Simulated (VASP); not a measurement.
# TiSi2 (P4/mmm) in VASP: single point with PBE

Aim: the single point of TiSi2 with PBE.

All numbers are computed with VASP 6.6.1; they aren't measurements. Logs are shortened: lines on timing, memory, paths and dates and some standing lists are left out, and cuts for length are marked.

**1. The cell of the first run**

Symmetry: P4/mmm, No. 123, tetragonal system. Conventional cell: a = 2.764 Å, b = 2.764 Å, c = 5.990 Å, α = 90.00°, β = 90.00°, γ = 90.00°. Within 3.5 Å of Ti (site symmetry 4/mmm) lie 8 Si at 2.67 Å and 4 Ti at 2.76 Å. Within 3.1 Å of Si (site symmetry 4mm) lie 5 Si at 2.35 to 2.76 Å and 4 Ti at 2.67 Å.

**2. Single point, PBE**

File INCAR:

```
SYSTEM = TiSi2
PREC = Accurate
ENCUT = 520
EDIFF = 1E-6
ISMEAR = 0
SIGMA = 0.1
LREAL = .False.
LASPH = .True.
NELM = 80
ALGO = Normal
ISIF = 2
LWAVE = .False.
LCHARG = .False.
GGA = PE
NBANDS = 17
```

File KPOINTS:

```
regular mesh
0
Gamma
  16 16 8
  0 0 0
```

File POSCAR:

```
TiSi2
1.0
    2.7644944536      0.0000000000      0.0000000000
    0.0000000000      2.7645016360      0.0000000000
    0.0000000000      0.0000000000      5.9902267047
Ti Si
1 2
Direct
    0.5000000000      0.0000000000      0.5000000000
    0.0000000000      0.5000000000      0.8034391396
    0.0000000000      0.5000000000      0.1965608604
```

Potentials or basis: VASP PAW PBE potentials, release 64 (Ti_sv, Si).

Run with:

```console
cat potpaw_PBE.64/Ti_sv/POTCAR potpaw_PBE.64/Si/POTCAR > POTCAR
mpirun -np 1 vasp_std > vasp.out
```

OUTCAR:

```text
SYSTEM = TiSi2
   PREC = Accurate
   ENCUT = 520
   EDIFF = 1E-6
   ISMEAR = 0
   LREAL = .False.
   LASPH = .True.
   NELM = 80
   ISIF = 2
   GGA = PE

 ion  position               nearest neighbor table
   1  0.500  0.000  0.500-   2 2.67   3 2.67   2 2.67   3 2.67   2 2.67   3 2.67   2 2.67   3 2.67

   2  0.000  0.500  0.803-   3 2.35   1 2.67   1 2.67   1 2.67   1 2.67
   3  0.000  0.500  0.197-   2 2.35   1 2.67   1 2.67   1 2.67   1 2.67

  LATTYP: Found a simple tetragonal cell.
 ALAT       =     2.7644944536
 C/A-ratio  =     2.1668434519

  Lattice vectors:

 A1 = (   2.7644944536,   0.0000000000,   0.0000000000)
 A2 = (   0.0000000000,   2.7645016360,   0.0000000000)
 A3 = (   0.0000000000,   0.0000000000,   5.9902267047)

Analysis of symmetry for initial positions (statically):
=====================================================================
 Subroutine PRICEL returns:
 Original cell was already a primitive cell.

 Routine SETGRP: Setting up the symmetry group for a
 simple tetragonal supercell.

 Subroutine GETGRP returns: Found 16 space group operations
 (whereof  8 operations were pure point group operations)
 out of a pool of 16 trial point group operations.

The static configuration has the point symmetry D_2h.
 The point group associated with its full space group is D_4h.

Analysis of symmetry for dynamics (positions and initial velocities):
=====================================================================
 Subroutine PRICEL returns:
 Original cell was already a primitive cell.

 Routine SETGRP: Setting up the symmetry group for a
 simple tetragonal supercell.

 Subroutine GETGRP returns: Found 16 space group operations
 (whereof  8 operations were pure point group operations)
 out of a pool of 16 trial point group operations.

The dynamic configuration has the point symmetry D_2h.
 The point group associated with its full space group is D_4h.

 Subroutine INISYM returns: Found 16 space group operations
 (whereof  8 operations are pure point group operations),
 and found     1 'primitive' translations

----------------------------------------------------------------------------------------

                                     Primitive cell

  volume of cell :      45.7800

  direct lattice vectors                    reciprocal lattice vectors
     2.764494454  0.000000000  0.000000000     0.361729791  0.000000000  0.000000000
     0.000000000  2.764501636  0.000000000     0.000000000  0.361728851  0.000000000
     0.000000000  0.000000000  5.990226705     0.000000000  0.000000000  0.166938590

[... 88 lines left out ...]
   NSW    =      0    number of steps for IOM
   IBRION =     -1    ionic relax: 0-MD 1-quasi-New 2-CG
   NFREE  =      0    steps in history (QN), initial steepest desc. (CG)
   ISIF   =      2    stress and relaxation
   ISYM   =      2    0-nonsym 1-usesym 2-fastsym
   POTIM  = 0.5000    time-step for ionic-motion
   TEBEG  =    0.0;   TEEND  =   0.0 temperature during run
   PSTRESS=    0.0 pullay stress
   NELECT =      20.0000    total number of electrons
   NUPDOWN=      -1.0000    fix difference up-down
   EMIN   =  10.00;   EMAX   =-10.00  energy-range for DOS
   EFERMI =   0.00;   METHOD = LEGACY
   ISMEAR =     0;   SIGMA  =   0.10  broadening in eV -4-tet -1-fermi 0-gaus
   EFERMI_NEDOS =   21; number of points for ismear=-14 and -15
   IALGO  =     38    algorithm
   IMIX   =      4    mixing-type and parameters
     AMIX     =   0.40;   BMIX     =  1.00
     AMIX_MAG =   1.60;   BMIX_MAG =  1.00
  volume/ion in A,a.u.               =      15.26       102.98
  Fermi-wavevector in a.u.,A,eV,Ry     =   1.242204  2.347425 20.994749  1.543071
  Thomas-Fermi vector in A             =   2.376569
   LORBIT       =      0    0 simple, 1 ext, 2 COOP (PROOUT), +10 PAW based schemes
   GGA     = PE    functional components
   LHFCALC =     F    Hartree Fock is set to
   AEXX    =    0.0000 exact exchange contribution
   IVDW    =     0    specifies the selected vdW correction
   LEPSILON=     F    determine dielectric tensor
   LRPA    =     F    only Hartree local field effects (RPA)
 non-spin polarized calculation
 Gauss-broadening in eV      SIGMA  =   0.10
  energy-cutoff  :      520.00
  volume of cell :       45.78
 maximum number of plane-waves:      1264
 NGX is ok and might be reduce to    24
   NGX = 11   NGY = 11   NGZ = 23

 number of electron      19.9999995 magnetization

 Free energy of the ion-electron system (eV)
  ---------------------------------------------------
  ext. energy  EPLUGINS =         0.00000000
  ---------------------------------------------------
  free energy    TOTEN  =       -19.83087660 eV

  energy without entropy =      -19.82731611  energy(sigma->0) =      -19.82909636

 E-fermi :   9.5659     XC(G=0): -11.2569

 val. band max:        9.5589700655   @ k =   0.3125   0.3125   0.2500
 cond. band min:       9.5893165809   @ k =   0.4375   0.3125   0.3750
 fundamental gap:      0.0303465154
 Fermi energy:         9.5658653558

 k-point     1 :       0.0000    0.0000    0.0000
  band No.  band energies     occupation
      1     -47.2019      2.00000
      2     -23.6104      2.00000
      3     -23.1496      2.00000
      4     -23.1496      2.00000
      5      -2.9356      2.00000
      6       0.4039      2.00000
[... 457 lines left out ...]
      4     -23.1795      2.00000
      5       0.9061      2.00000
      6       2.9719      2.00000
[... 9 lines left out ...]
     16      14.7800      0.00000
     17      15.8755      0.00000

 [... further k-points ...]

------------------------ aborting loop because EDIFF is reached ----------------------------------------

  FORCE on cell =-STRESS in cart. coord.  units (eV):
  Direction    XX          YY          ZZ          XY          YZ          ZX
  --------------------------------------------------------------------------------------
  -------------------------------------------------------------------------------------
  Total       -0.0231311     -0.0231312     -0.0381355     -0.0000000      0.0000000      0.0000000
  in kB       -0.8095265     -0.8095307     -1.3346390     -0.0000000      0.0000000      0.0000000
  external PRESSURE =      -0.9845654 kB  Pullay stress =       0.0000000 kB

 VOLUME and BASIS-vectors are now :
 -----------------------------------------------------------------------------
  energy-cutoff  :      520.00
  volume of cell :       45.78
      direct lattice vectors                 reciprocal lattice vectors
     2.764494454  0.000000000  0.000000000     0.361729791  0.000000000  0.000000000
     0.000000000  2.764501636  0.000000000     0.000000000  0.361728851  0.000000000
     0.000000000  0.000000000  5.990226705     0.000000000  0.000000000  0.166938590

 POSITION                                       TOTAL-FORCE (eV/Angst)
 -----------------------------------------------------------------------------------
      1.38225      0.00000      2.99511        -0.000000     -0.000000      0.000000
      0.00000      1.38225      4.81278        -0.000000      0.000000      0.005388
      0.00000      1.38225      1.17744         0.000000     -0.000000     -0.005388
 -----------------------------------------------------------------------------------
    total drift:                                0.000000     -0.000000     -0.000000

  FREE ENERGIE OF THE ION-ELECTRON SYSTEM (eV)
  ---------------------------------------------------
  free  energy   TOTEN  =       -19.8308766011 eV

  energy  without entropy=      -19.8273161101  energy(sigma->0) =      -19.82909636
```

OSZICAR:

```text
N       E                     dE             d eps       ncg     rms          rms(c)
DAV:   1     0.144633520269E+03    0.14463E+03   -0.10011E+04  7650   0.122E+03
DAV:   2    -0.751516430937E+01   -0.15215E+03   -0.14823E+03  7947   0.324E+02
DAV:   3    -0.206060703675E+02   -0.13091E+02   -0.12921E+02 13734   0.787E+01
DAV:   4    -0.211663459134E+02   -0.56028E+00   -0.55856E+00  9037   0.143E+01
DAV:   5    -0.211869749163E+02   -0.20629E-01   -0.20624E-01 11692   0.254E+00    0.124E+01
DAV:   6    -0.202527593459E+02    0.93422E+00   -0.99303E+00  9838   0.277E+01    0.487E+00
DAV:   7    -0.198948689637E+02    0.35789E+00   -0.30874E+00 10140   0.132E+01    0.367E+00
DAV:   8    -0.198296552190E+02    0.65214E-01   -0.39699E-01  9528   0.547E+00    0.820E-01
DAV:   9    -0.198304597738E+02   -0.80455E-03   -0.21553E-02  9811   0.125E+00    0.322E-01
DAV:  10    -0.198309164472E+02   -0.45667E-03   -0.31788E-03  9731   0.525E-01    0.942E-02
DAV:  11    -0.198308818466E+02    0.34601E-04   -0.35464E-04  8912   0.161E-01    0.533E-02
DAV:  12    -0.198308779177E+02    0.39289E-05   -0.35032E-05  9950   0.461E-02    0.235E-02
DAV:  13    -0.198308766013E+02    0.13164E-05   -0.77908E-06  9813   0.213E-02    0.329E-03
DAV:  14    -0.198308766011E+02    0.16871E-09   -0.36818E-07  4285   0.441E-03
   1 F= -.19830877E+02 E0= -.19829096E+02  d E =-.356049E-02
```

It took 61 s on 1 thread of Intel Xeon 6975P-C (Granite Rapids), shared host; peak memory 0.29 GiB.

What came out:

```yaml
Free_energy: -19.8309 eV
Pressure: -0.1 GPa
Largest_force: 0.005 eV/Å
Band_gap_on_the_k_mesh: zero (band 10 reaches 10.90 eV, above the bottom of band 11 at 8.11 eV)
```

Forces on the atoms (eV/Å):
```
Ti   0.000  0.000  0.000
Si   0.000  0.000  0.005
Si   0.000  0.000 -0.005
```
